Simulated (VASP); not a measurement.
# KZnF3 (Pm-3m) in VASP: a series of runs, part 2 of 2

VASP 6.6.1.

**5. Single point, r2SCAN**

This run uses another cell than the first one, of 14.08 Å³/atom.

POSCAR reads:

```
KZnF3
1.0
    4.1294319308      0.0000000000      0.0000000000
    0.0000000000      4.1294319308      0.0000000000
    0.0000000000      0.0000000000      4.1294319308
Zn K F
1 1 3
Direct
    0.5000000000      0.5000000000      0.5000000000
    0.0000000000      0.0000000000      0.0000000000
    0.5000000000      0.0000000000      0.5000000000
    0.0000000000      0.5000000000      0.5000000000
    0.5000000000      0.5000000000      0.0000000000
```

INCAR.step1 reads:

```
PREC = Accurate
ENCUT = 520
ISMEAR = -1
SIGMA = 0.05
LREAL = False
LASPH = True
NELM = 80
NBANDS = 29
GGA = PE
ALGO = Normal
EDIFF = 1E-4
LWAVE = True
LCHARG = False
```

INCAR.step2 reads:

```
PREC = Accurate
ENCUT = 520
EDIFF = 1E-7
ISMEAR = -1
SIGMA = 0.05
LREAL = False
LASPH = True
NELM = 80
ALGO = Normal
ISIF = 2
LWAVE = False
LCHARG = False
METAGGA = R2SCAN
LMIXTAU = True
NBANDS = 29
ISTART = 1
```

KPOINTS reads:

```
Automatic mesh
0
Gamma
  7 7 7
```

Potentials or basis: VASP PAW PBE potentials, release 64 (Zn, K_sv, F).

Started as:

```console
cat potpaw_PBE.64/Zn/POTCAR potpaw_PBE.64/K_sv/POTCAR potpaw_PBE.64/F/POTCAR > POTCAR
cp INCAR.step1 INCAR
mpirun -np 1 vasp_std > vasp.out
cp INCAR.step2 INCAR
mpirun -np 1 vasp_std > vasp.out
```

OUTCAR:

```text
PREC = Accurate
   ENCUT = 520
   EDIFF = 1E-7
   ISMEAR = -1
   LREAL = False
   LASPH = True
   NELM = 80
   ISIF = 2
   METAGGA = R2SCAN
   ISTART = 1

 ion  position               nearest neighbor table
   1  0.500  0.500  0.500-   3 2.06   4 2.06   5 2.06   5 2.06   3 2.06   4 2.06
   2  0.000  0.000  0.000-
   3  0.500  0.000  0.500-   1 2.06   1 2.06
   4  0.000  0.500  0.500-   1 2.06   1 2.06
   5  0.500  0.500  0.000-   1 2.06   1 2.06

  LATTYP: Found a simple cubic cell.
 ALAT       =     4.1294319308

  Lattice vectors:

 A1 = (   4.1294319308,   0.0000000000,   0.0000000000)
 A2 = (   0.0000000000,   4.1294319308,   0.0000000000)
 A3 = (   0.0000000000,   0.0000000000,   4.1294319308)

Analysis of symmetry for initial positions (statically):
=====================================================================
 Subroutine PRICEL returns:
 Original cell was already a primitive cell.

 Routine SETGRP: Setting up the symmetry group for a
 simple cubic supercell.

 Subroutine GETGRP returns: Found 48 space group operations
 (whereof 48 operations were pure point group operations)
 out of a pool of 48 trial point group operations.

The static configuration has the point symmetry O_h .

Analysis of symmetry for dynamics (positions and initial velocities):
=====================================================================
 Subroutine PRICEL returns:
 Original cell was already a primitive cell.

 Routine SETGRP: Setting up the symmetry group for a
 simple cubic supercell.

 Subroutine GETGRP returns: Found 48 space group operations
 (whereof 48 operations were pure point group operations)
 out of a pool of 48 trial point group operations.

The dynamic configuration has the point symmetry O_h .

 Subroutine INISYM returns: Found 48 space group operations
 (whereof 48 operations are pure point group operations),
 and found     1 'primitive' translations

----------------------------------------------------------------------------------------

                                     Primitive cell

  volume of cell :      70.4159

  direct lattice vectors                    reciprocal lattice vectors
     4.129431931  0.000000000  0.000000000     0.242164060  0.000000000  0.000000000
     0.000000000  4.129431931  0.000000000     0.000000000  0.242164060  0.000000000
     0.000000000  0.000000000  4.129431931     0.000000000  0.000000000  0.242164060

  length of vectors
     4.129431931  4.129431931  4.129431931     0.242164060  0.242164060  0.242164060

  position of ions in fractional coordinates (direct lattice)
     0.500000000  0.500000000  0.500000000
     0.000000000  0.000000000  0.000000000
     0.500000000  0.000000000  0.500000000
     0.000000000  0.500000000  0.500000000
     0.500000000  0.500000000  0.000000000

  ion indices of the primitive-cell ions
   primitive index   ion index
                 1           1
                 2           2
                 3           3
                 4           4
                 5           5

----------------------------------------------------------------------------------------

 KPOINTS: Automatic mesh

Automatic generation of k-mesh.
 Grid dimensions read from file:
 generate k-points for:    7    7    7

 Generating k-lattice:

  Cartesian coordinates                     Fractional coordinates (reciprocal lattice)
     0.034594866  0.000000000  0.000000000     0.142857143  0.000000000  0.000000000
     0.000000000  0.034594866  0.000000000     0.000000000  0.142857143  0.000000000
     0.000000000  0.000000000  0.034594866     0.000000000  0.000000000  0.142857143

  Length of vectors
     0.034594866  0.034594866  0.034594866

  Shift w.r.t. Gamma in fractional coordinates (k-lattice)
     0.000000000  0.000000000  0.000000000

 Subroutine IBZKPT returns following result:
 ===========================================

 Found     20 irreducible k-points:

 Following reciprocal coordinates:
            Coordinates               Weight
  0.000000  0.000000  0.000000      1.000000
  0.142857  0.000000  0.000000      6.000000
  0.285714  0.000000  0.000000      6.000000
  0.428571  0.000000  0.000000      6.000000
  0.142857  0.142857  0.000000     12.000000
  0.285714  0.142857  0.000000     24.000000
[... 12 lines left out ...]
  0.428571  0.428571  0.285714     24.000000
  0.428571  0.428571  0.428571      8.000000
   k-points           NKPTS =     20   k-points in BZ     NKDIM =     20   number of bands    NBANDS=     29
   number of dos      NEDOS =    301   number of ions     NIONS =      5
   total plane-waves  NPLWV =  32768
   dimension x,y,z NGX =    32 NGY =   32 NGZ =   32
   dimension x,y,z NGXF=    64 NGYF=   64 NGZF=   64
   ions per type =               1   1   3
   NGX,Y,Z   is equivalent  to a cutoff of  12.88, 12.88, 12.88 a.u.
   NGXF,Y,Z  is equivalent  to a cutoff of  25.77, 25.77, 25.77 a.u.
 SYSTEM =  unknown system
   PREC   = accura    normal or accurate (medium, high low for compatibility)
   ISTART =      1    job   : 0-new  1-cont  2-samecut
   ICHARG =      0    charge: 1-file 2-atom 10-const
   ISPIN  =      1    spin polarized calculation?
   LNONCOLLINEAR =      F non collinear calculations
   LSORBIT =      F    spin-orbit coupling
   LASPH  =      T    aspherical Exc in radial PAW
   ENCUT  =  520.0 eV  38.22 Ry    6.18 a.u.   7.68  7.68  7.68*2*pi/ulx,y,z
   NELM   =     80;   NELMIN=  2; NELMDL=  0     # of ELM steps
   EDIFF  = 0.1E-06   stopping-criterion for ELM
   LREAL  =      F    real-space projection
   EDIFFG = 0.1E-05   stopping-criterion for IOM
   NSW    =      0    number of steps for IOM
   IBRION =     -1    ionic relax: 0-MD 1-quasi-New 2-CG
   NFREE  =      0    steps in history (QN), initial steepest desc. (CG)
   ISIF   =      2    stress and relaxation
   ISYM   =      2    0-nonsym 1-usesym 2-fastsym
   POTIM  = 0.5000    time-step for ionic-motion
   TEBEG  =    0.0;   TEEND  =   0.0 temperature during run
   PSTRESS=    0.0 pullay stress
   NELECT =      42.0000    total number of electrons
   NUPDOWN=      -1.0000    fix difference up-down
   EMIN   =  10.00;   EMAX   =-10.00  energy-range for DOS
   EFERMI =   0.00;   METHOD = LEGACY
   ISMEAR =    -1;   SIGMA  =   0.05  broadening in eV -4-tet -1-fermi 0-gaus
   EFERMI_NEDOS =   21; number of points for ismear=-14 and -15
   IALGO  =     38    algorithm
   IMIX   =      4    mixing-type and parameters
     AMIX     =   0.40;   BMIX     =  1.00
     AMIX_MAG =   1.60;   BMIX_MAG =  1.00
  volume/ion in A,a.u.               =      14.08        95.04
  Fermi-wavevector in a.u.,A,eV,Ry     =   1.378058  2.604153 25.838074  1.899045
  Thomas-Fermi vector in A             =   2.503155
   LORBIT       =      0    0 simple, 1 ext, 2 COOP (PROOUT), +10 PAW based schemes
   METAGGA = R2SCAN    functional components
   LHFCALC =     F    Hartree Fock is set to
   AEXX    =    0.0000 exact exchange contribution
   IVDW    =     0    specifies the selected vdW correction
   LEPSILON=     F    determine dielectric tensor
   LRPA    =     F    only Hartree local field effects (RPA)
 non-spin polarized calculation
  energy-cutoff  :      520.00
  volume of cell :       70.42
 maximum number of plane-waves:      1913
 NGX is ok and might be reduce to    32
   NGX = 15   NGY = 15   NGZ = 15

 number of electron      41.9999989 magnetization

 Free energy of the ion-electron system (eV)
  ---------------------------------------------------
  ext. energy  EPLUGINS =         0.00000000
  ---------------------------------------------------
  free energy    TOTEN  =       -38.30354410 eV

  energy without entropy =      -38.30354410  energy(sigma->0) =      -38.30354410

 E-fermi :  -0.7098     XC(G=0): -10.1477

 val. band max:       -1.9319279537   @ k =   0.4286   0.4286   0.0000
 cond. band min:       2.5982783639   @ k =   0.0000   0.0000   0.0000
 fundamental gap:      4.5302063176
 Fermi energy:        -0.7098101120

 k-point     1 :       0.0000    0.0000    0.0000
  band No.  band energies     occupation
      1     -29.8030      2.00000
      2     -24.1833      2.00000
      3     -23.6595      2.00000
      4     -23.6595      2.00000
      5     -12.5154      2.00000
      6     -12.5154      2.00000
[... 629 lines left out ...]
     28      11.1292      0.00000
     29      12.2953      0.00000

------------------------ aborting loop because EDIFF is reached ----------------------------------------

  FORCE on cell =-STRESS in cart. coord.  units (eV):
  Direction    XX          YY          ZZ          XY          YZ          ZX
  --------------------------------------------------------------------------------------
  -------------------------------------------------------------------------------------
  Total       -1.9211723     -1.9211723     -1.9211723      0.0000000     -0.0000000      0.0000000
  in kB      -43.7125320    -43.7125320    -43.7125320      0.0000000     -0.0000000      0.0000000
  external PRESSURE =     -43.7125320 kB  Pullay stress =       0.0000000 kB

 VOLUME and BASIS-vectors are now :
 -----------------------------------------------------------------------------
  energy-cutoff  :      520.00
  volume of cell :       70.42
      direct lattice vectors                 reciprocal lattice vectors
     4.129431931  0.000000000  0.000000000     0.242164060  0.000000000  0.000000000
     0.000000000  4.129431931  0.000000000     0.000000000  0.242164060  0.000000000
     0.000000000  0.000000000  4.129431931     0.000000000  0.000000000  0.242164060

 POSITION                                       TOTAL-FORCE (eV/Angst)
 -----------------------------------------------------------------------------------
      2.06472      2.06472      2.06472         0.000000      0.000000      0.000000
      0.00000      0.00000      0.00000         0.000000      0.000000      0.000000
      2.06472      0.00000      2.06472         0.000000      0.000000      0.000000
      0.00000      2.06472      2.06472         0.000000      0.000000      0.000000
      2.06472      2.06472      0.00000         0.000000      0.000000      0.000000
 -----------------------------------------------------------------------------------
    total drift:                                0.000000     -0.000000     -0.000000

  FREE ENERGIE OF THE ION-ELECTRON SYSTEM (eV)
  ---------------------------------------------------
  free  energy   TOTEN  =       -38.3035440962 eV

  energy  without entropy=      -38.3035440962  energy(sigma->0) =      -38.30354410
```

Run time: 2.5 min. Hardware: 1 thread of Intel Xeon 8259CL, shared host; peak memory 0.21 GiB.

What came out:

```yaml
Free_energy: -38.3035 eV
Pressure: -4.4 GPa
Band_gap_on_the_k_mesh: 4.53 eV (least direct gap 6.06 eV)
```

Levels at points of the mesh, in eV from the valence-band top:
| k point | band 17 | band 18 | band 19 | band 20 | band 21 | band 22 | band 23 | band 24 | band 25 | band 26 |
| --- | --- | --- | --- | --- | --- | --- | --- | --- | --- | --- |
| (0.00, 0.00, 0.00) | -1.72 | -1.72 | -1.53 | -1.53 | -1.53 | 4.53 | 9.65 | 9.65 | 10.22 | 12.05 |

Caveat: the cell stands under tension; the PAW data sets were made with another functional, which shifts forces and pressure a little; an odd mesh through Γ misses points on the zone boundary, where band edges can lie.

**6. The runs side by side**

```csv
level,cell,gap on the mesh (eV),pressure (GPa)
PBEsol,"a = 4.077 Å, 5 atoms",3.70,-1.0
r2SCAN,"a = 4.077 Å, 5 atoms",4.64,-1.6
r2SCAN,"a = 4.103 Å, 5 atoms",4.58,-3.1
r2SCAN,"a = 4.129 Å, 5 atoms",4.53,-4.4
```

Alike in all rows: task single point; potentials or basis VASP PAW PBE potentials, release 64 (Zn, K_sv, F); no spin polarisation; k mesh 7 × 7 × 7; cutoff (eV) 520; smearing fermi-dirac 0.05 eV.

Caveats: the PAW data sets were made with another functional, which shifts forces and pressure a little; an odd mesh through Γ misses points on the zone boundary, where band edges can lie; the cell stands under tension (at least some runs).

Total energies depend on the potentials used, so only differences within one code and one set of settings carry meaning.
